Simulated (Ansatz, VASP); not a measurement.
# Co in VASP and in Ansatz

```xyz
2
Lattice="2.1831 0.0000 0.0000 -1.0915 1.8906 0.0000 0.0000 0.0000 3.5435" Properties=species:S:1:pos:R:3 pbc="T T T"
Co    0.0000    1.2604    0.8859
Co    1.0915    0.6302    2.6576
```

Change from the starting cell: volume scaled by 0.66, no spin polarisation, PAW files.

Alike in both runs: task single point; functional PBE; k mesh 15 × 15 × 8; occupations fermi-dirac, width 0.08 eV; no spin polarisation.

|  | VASP | Ansatz |
| --- | --- | --- |
| version | VASP 6.6.1 | Ansatz 0.2.0 |
| potentials or method | VASP PAW PBE potentials, release 64 (Co) | PAW with Ansatz's default frozen-core files, scalar-relativistic |
| plane-wave cutoff (eV) | 520 | 420 |
| valence electrons in the cell | 18 | 34 |

|  | VASP | Ansatz | Ansatz less VASP |
| --- | --- | --- | --- |
| pressure (GPa) | 193.4 | 197.0 | +3.60 |
| traceless stress, the component that is largest in VASP (GPa) | -1.96 | -1.87 | +0.084 |

Both programs put the cell under a high pressure, so it lies far from rest at this level. The functional is the same, so the differences come from potentials, cutoffs and numerics. VASP's potentials hold 18 valence electrons a cell and Ansatz's 34, so a difference there can come from the potentials and not from the codes.

Noted on VASP's run: the cell as given lies far from equilibrium.
